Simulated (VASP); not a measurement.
Crystal: ScRu3.

```xyz
8
Lattice="4.7576 0.0000 0.0000 0.0000 4.7576 0.0000 0.0000 0.0000 4.7576" Properties=species:S:1:pos:R:3 pbc="T T T"
Sc    0.0000    0.0000    0.0000
Sc    2.3788    2.3788    2.3788
Ru    1.1894    0.0000    2.3788
Ru    2.3788    3.5682    0.0000
Ru    3.5682    0.0000    2.3788
Ru    2.3788    1.1894    0.0000
Ru    0.0000    2.3788    3.5682
Ru    0.0000    2.3788    1.1894
```

The cell was generated, and may not be a known phase.

```yaml
Program: VASP 6.6.1
Task: relaxation of cell and atoms
Functional: PBE
Potentials_or_basis: VASP PAW PBE potentials, release 64 (Sc_sv, Ru_pv)
Cutoff: 600 eV
k_mesh: 4 × 4 × 4
Occupations: gaussian, width 0.1 eV
Spin: no spin polarisation
```

At the start: pressure 37.8 GPa; volume 13.46 Å³/atom.

Q: How do energy, volume and symmetry change on relaxing?

A: Over 5 steps the energy falls by 210.6 meV/atom and the volume is 15.49 Å³/atom (+15.1 %); space group Pm-3n (No. 223, to 0.1 Å) before and after.

The path:
| step | energy change (eV) | largest force (eV/Å) | pressure (GPa) | volume (Å³) |
| --- | --- | --- | --- | --- |
| 1 | 0.0000 | 0.0000 | 37.80 | 107.69 |
| 2 | 3.1803 | 0.0000 | -28.84 | 165.15 |
| 3 | -1.6715 | 0.0000 | -2.55 | 125.62 |
| 4 | -1.6847 | 0.0000 | -0.49 | 124.25 |
| 5 | -1.6851 | 0.0000 | 0.04 | 123.90 |

Final structure:
```
CELL_PARAMETERS angstrom
4.98535 0.00000 0.00000
0.00000 4.98535 0.00000
0.00000 0.00000 4.98535
ATOMIC_POSITIONS crystal
Sc 0.00000 0.00000 0.00000
Sc 0.50000 0.50000 0.50000
Ru 0.25000 0.00000 0.50000
Ru 0.50000 0.75000 0.00000
Ru 0.75000 0.00000 0.50000
Ru 0.50000 0.25000 0.00000
Ru 0.00000 0.50000 0.75000
Ru 0.00000 0.50000 0.25000
```

Caveat: the volume moved by over 15 % at a fixed basis, so the end points are rough.
